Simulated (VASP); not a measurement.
# P4 in VASP: single point with PBEsol

Aim: the single point of P4 with PBEsol.

Everything below comes from runs of VASP 6.6.1. Logs are shortened: lines on timing, memory, paths and dates and some standing lists are left out, and cuts for length are marked.

### Step 1. The cell of the first run

The cell holds a molecule in a box, 4 atoms: a = 12.000 Å, b = 12.500 Å, c = 13.000 Å, α = 90.00°, β = 90.00°, γ = 90.00°.

### Step 2. Single point, PBEsol

The input, INCAR:

```
PREC = Accurate
ENCUT = 400
EDIFF = 1E-6
ISMEAR = 0
SIGMA = 0.01
LREAL = False
LASPH = True
NELM = 120
ALGO = Normal
ISIF = 2
LWAVE = False
LCHARG = True
GGA = PS
LELF = True
LVHAR = True
NBANDS = 18
GGA_COMPAT = False
NELMDL = -8
```

The input, KPOINTS:

```
regular mesh
0
Gamma
  1 1 1
```

The input, POSCAR:

```
P
1.0
   12.0000000000      0.0000000000      0.0000000000
    0.0000000000     12.5000000000      0.0000000000
    0.0000000000      0.0000000000     13.0000000000
P
4
Direct
    0.5647290013      0.5621403193      0.5597504172
    0.5647290013      0.4378596807      0.4402495828
    0.4352709987      0.5621403193      0.4402495828
    0.4352709987      0.4378596807      0.5597504172
```

Potentials or basis: VASP PAW PBE potentials, release 64 (P).

The run is started by

```
$ cat potpaw_PBE.64/P/POTCAR > POTCAR
$ mpirun -np 1 vasp_gam > vasp.out
```

OUTCAR:

```text
PREC = Accurate
   ENCUT = 400
   EDIFF = 1E-6
   ISMEAR = 0
   LREAL = False
   LASPH = True
   NELM = 120
   ISIF = 2
   GGA = PS
   NELMDL = -8

 ion  position               nearest neighbor table
   1  0.565  0.562  0.560-   4 2.20   3 2.20   2 2.20
   2  0.565  0.438  0.440-   3 2.20   4 2.20   1 2.20
   3  0.435  0.562  0.440-   2 2.20   1 2.20   4 2.20
   4  0.435  0.438  0.560-   1 2.20   2 2.20   3 2.20

  LATTYP: Found a simple orthorhombic cell.
 ALAT       =    12.0000000000
 B/A-ratio  =     1.0416666667
 C/A-ratio  =     1.0833333333

  Lattice vectors:

 A1 = (  12.0000000000,   0.0000000000,   0.0000000000)
 A2 = (   0.0000000000,  12.5000000000,   0.0000000000)
 A3 = (   0.0000000000,   0.0000000000,  13.0000000000)

Analysis of symmetry for initial positions (statically):
=====================================================================
 Subroutine PRICEL returns:
 Original cell was already a primitive cell.

 Routine SETGRP: Setting up the symmetry group for a
 simple orthorhombic supercell.

 Subroutine GETGRP returns: Found  4 space group operations
 (whereof  4 operations were pure point group operations)
 out of a pool of  8 trial point group operations.

The static configuration has the point symmetry D_2 .

Analysis of symmetry for dynamics (positions and initial velocities):
=====================================================================
 Subroutine PRICEL returns:
 Original cell was already a primitive cell.

 Routine SETGRP: Setting up the symmetry group for a
 simple orthorhombic supercell.

 Subroutine GETGRP returns: Found  4 space group operations
 (whereof  4 operations were pure point group operations)
 out of a pool of  8 trial point group operations.

The dynamic configuration has the point symmetry D_2 .

 Subroutine INISYM returns: Found  4 space group operations
 (whereof  4 operations are pure point group operations),
 and found     1 'primitive' translations

----------------------------------------------------------------------------------------

                                     Primitive cell

  volume of cell :    1950.0000

  direct lattice vectors                    reciprocal lattice vectors
    12.000000000  0.000000000  0.000000000     0.083333333  0.000000000  0.000000000
     0.000000000 12.500000000  0.000000000     0.000000000  0.080000000  0.000000000
     0.000000000  0.000000000 13.000000000     0.000000000  0.000000000  0.076923077

  length of vectors
    12.000000000 12.500000000 13.000000000     0.083333333  0.080000000  0.076923077

  position of ions in fractional coordinates (direct lattice)
     0.564729001  0.562140319  0.559750417
     0.564729001  0.437859681  0.440249583
     0.435270999  0.562140319  0.440249583
     0.435270999  0.437859681  0.559750417

  ion indices of the primitive-cell ions
   primitive index   ion index
                 1           1
                 2           2
                 3           3
                 4           4

----------------------------------------------------------------------------------------

 KPOINTS: regular mesh

Automatic generation of k-mesh.
 Grid dimensions read from file:
 generate k-points for:    1    1    1

 Generating k-lattice:

  Cartesian coordinates                     Fractional coordinates (reciprocal lattice)
     0.083333333  0.000000000  0.000000000     1.000000000  0.000000000  0.000000000
     0.000000000  0.080000000  0.000000000     0.000000000  1.000000000  0.000000000
     0.000000000  0.000000000  0.076923077     0.000000000  0.000000000  1.000000000

  Length of vectors
     0.083333333  0.080000000  0.076923077

  Shift w.r.t. Gamma in fractional coordinates (k-lattice)
     0.000000000  0.000000000  0.000000000

 Subroutine IBZKPT returns following result:
 ===========================================

 Found      1 irreducible k-points:

 Following reciprocal coordinates:
            Coordinates               Weight
  0.000000  0.000000  0.000000      1.000000
   k-points           NKPTS =      1   k-points in BZ     NKDIM =      1   number of bands    NBANDS=     18
   number of dos      NEDOS =    301   number of ions     NIONS =      4
   total plane-waves  NPLWV = 604800
   dimension x,y,z NGX =    80 NGY =   84 NGZ =   90
   dimension x,y,z NGXF=   160 NGYF=  168 NGZF=  180
   ions per type =               4
   NGX,Y,Z   is equivalent  to a cutoff of  11.08, 11.17, 11.51 a.u.
   NGXF,Y,Z  is equivalent  to a cutoff of  22.17, 22.34, 23.02 a.u.
 SYSTEM =  unknown system
   PREC   = accura    normal or accurate (medium, high low for compatibility)
   ISTART =      0    job   : 0-new  1-cont  2-samecut
   ICHARG =      2    charge: 1-file 2-atom 10-const
   ISPIN  =      1    spin polarized calculation?
   LNONCOLLINEAR =      F non collinear calculations
   LSORBIT =      F    spin-orbit coupling
   LASPH  =      T    aspherical Exc in radial PAW
   ENCUT  =  400.0 eV  29.40 Ry    5.42 a.u.  19.57 20.38 21.20*2*pi/ulx,y,z
   NELM   =    120;   NELMIN=  2; NELMDL= -8     # of ELM steps
   EDIFF  = 0.1E-05   stopping-criterion for ELM
   LREAL  =      F    real-space projection
   EDIFFG = 0.1E-04   stopping-criterion for IOM
   NSW    =      0    number of steps for IOM
   IBRION =     -1    ionic relax: 0-MD 1-quasi-New 2-CG
   NFREE  =      0    steps in history (QN), initial steepest desc. (CG)
   ISIF   =      2    stress and relaxation
   ISYM   =      2    0-nonsym 1-usesym 2-fastsym
   POTIM  = 0.5000    time-step for ionic-motion
   TEBEG  =    0.0;   TEEND  =   0.0 temperature during run
   PSTRESS=    0.0 pullay stress
   NELECT =      20.0000    total number of electrons
   NUPDOWN=      -1.0000    fix difference up-down
   EMIN   =  10.00;   EMAX   =-10.00  energy-range for DOS
   EFERMI =   0.00;   METHOD = LEGACY
   ISMEAR =     0;   SIGMA  =   0.01  broadening in eV -4-tet -1-fermi 0-gaus
   EFERMI_NEDOS =   21; number of points for ismear=-14 and -15
   IALGO  =     38    algorithm
   IMIX   =      4    mixing-type and parameters
     AMIX     =   0.40;   BMIX     =  1.00
     AMIX_MAG =   1.60;   BMIX_MAG =  1.00
  volume/ion in A,a.u.               =     487.50      3289.81
  Fermi-wavevector in a.u.,A,eV,Ry     =   0.355691  0.672159  1.721359  0.126516
  Thomas-Fermi vector in A             =   1.271717
   LORBIT       =      0    0 simple, 1 ext, 2 COOP (PROOUT), +10 PAW based schemes
   GGA     = PS    functional components
   LHFCALC =     F    Hartree Fock is set to
   AEXX    =    0.0000 exact exchange contribution
   IVDW    =     0    specifies the selected vdW correction
   LEPSILON=     F    determine dielectric tensor
   LRPA    =     F    only Hartree local field effects (RPA)
 non-spin polarized calculation
 Gauss-broadening in eV      SIGMA  =   0.01
  energy-cutoff  :      400.00
  volume of cell :     1950.00
 maximum number of plane-waves:     17695
 NGX is ok and might be reduce to    80
   NGX = 39   NGY = 41   NGZ = 43

 number of electron      19.9999993 magnetization

 Free energy of the ion-electron system (eV)
  ---------------------------------------------------
  ext. energy  EPLUGINS =         0.00000000
  ---------------------------------------------------
  free energy    TOTEN  =       -21.93894080 eV

  energy without entropy =      -21.93894080  energy(sigma->0) =      -21.93894080

 E-fermi :  -6.1286     XC(G=0):  -0.8566

 val. band max:       -6.1878928718   @ k =   0.0000   0.0000   0.0000
 cond. band min:      -1.2157201803   @ k =   0.0000   0.0000   0.0000
 fundamental gap:      4.9721726916
 Fermi energy:        -6.1286141764

 k-point     1 :       0.0000    0.0000    0.0000
  band No.  band energies     occupation
      1     -19.7689      2.00000
      2     -13.0081      2.00000
      3     -13.0081      2.00000
      4     -13.0080      2.00000
      5      -8.3192      2.00000
      6      -6.9944      2.00000
[... 10 lines left out ...]
     17       0.0643      0.00000
     18       0.9427      0.00000

------------------------ aborting loop because EDIFF is reached ----------------------------------------

  FORCE on cell =-STRESS in cart. coord.  units (eV):
  Direction    XX          YY          ZZ          XY          YZ          ZX
  --------------------------------------------------------------------------------------
  -------------------------------------------------------------------------------------
  Total       -0.1650134     -0.1652328     -0.1649664      0.0000000      0.0000000      0.0000000
  in kB       -0.1355798     -0.1357602     -0.1355412      0.0000000      0.0000000      0.0000000
  external PRESSURE =      -0.1356271 kB  Pullay stress =       0.0000000 kB

 VOLUME and BASIS-vectors are now :
 -----------------------------------------------------------------------------
  energy-cutoff  :      400.00
  volume of cell :     1950.00
      direct lattice vectors                 reciprocal lattice vectors
    12.000000000  0.000000000  0.000000000     0.083333333  0.000000000  0.000000000
     0.000000000 12.500000000  0.000000000     0.000000000  0.080000000  0.000000000
     0.000000000  0.000000000 13.000000000     0.000000000  0.000000000  0.076923077

 POSITION                                       TOTAL-FORCE (eV/Angst)
 -----------------------------------------------------------------------------------
      6.77675      7.02675      7.27676        -0.049936     -0.049761     -0.049896
      6.77675      5.47325      5.72324        -0.049936      0.049761      0.049896
      5.22325      7.02675      5.72324         0.049936     -0.049761      0.049896
      5.22325      5.47325      7.27676         0.049936      0.049761     -0.049896
 -----------------------------------------------------------------------------------
    total drift:                                0.000000     -0.000000      0.000000

  FREE ENERGIE OF THE ION-ELECTRON SYSTEM (eV)
  ---------------------------------------------------
  free  energy   TOTEN  =       -21.9389407960 eV

  energy  without entropy=      -21.9389407960  energy(sigma->0) =      -21.93894080
```

It took 2.3 min on 1 thread of Intel Xeon Platinum 8488C (Sapphire Rapids), shared host; peak memory 0.97 GiB.

Results:

```
Free energy                     : -21.9389 eV
Largest force                   : 0.086 eV/Å
Gap between the frontier levels : 4.97 eV
```

Forces in eV/Å, atoms in the order of the input:
```
P   -0.050 -0.050 -0.050
P   -0.050  0.050  0.050
P    0.050 -0.050  0.050
P    0.050  0.050 -0.050
```

Caveat: the PAW data sets were made with another functional, which shifts forces and pressure a little.
